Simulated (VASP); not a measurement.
A run of VASP 6.6.1 is set up as follows.

INCAR

```
PREC = Accurate ; ENCUT = 520
EDIFF = 1E-6 ; ISMEAR = 0
SIGMA = 0.1 ; LREAL = False
LASPH = True ; NELM = 100
ALGO = Normal ; ISIF = 2
LWAVE = False ; LCHARG = False
GGA = PE ; NBANDS = 37
```

KPOINTS

```
regular mesh
0
Gamma
  6 6 2
```

POSCAR

```
Cd2SnO3
1.0
    3.4799084700      0.0000000000      0.0000000000
    0.0000000000      3.4799084700      0.0000000000
    0.0000000000      0.0000000000      8.4829479400
Cd Sn O
2 1 3
Direct
    0.0000000000      0.0000000000      0.0094770000
    0.5000000000      0.5000000000      0.4938240100
    0.5000000000      0.5000000000      0.1658110000
    0.0000000000      0.0000000000      0.6709480300
    0.0000000000      0.0000000000      0.3257620000
    0.5000000000      0.5000000000      0.8341779700
```

Potentials or basis: VASP PAW PBE potentials, release 64 (Cd, Sn_d, O).

The run is started by

```console
$ cat potpaw_PBE.64/Cd/POTCAR potpaw_PBE.64/Sn_d/POTCAR potpaw_PBE.64/O/POTCAR > POTCAR
$ mpirun -np 1 vasp_std > vasp.out
```

(1) Predict the pressure.

(2) What does it give for the largest force?

## Answers

(1) -5.9 GPa.

(2) 4.039 eV/Å.

Caveat: the k points lie up to 0.37 Å⁻¹ apart; forces of over 1 eV/Å act on the atoms, so gaps and moduli don't describe the material at rest.
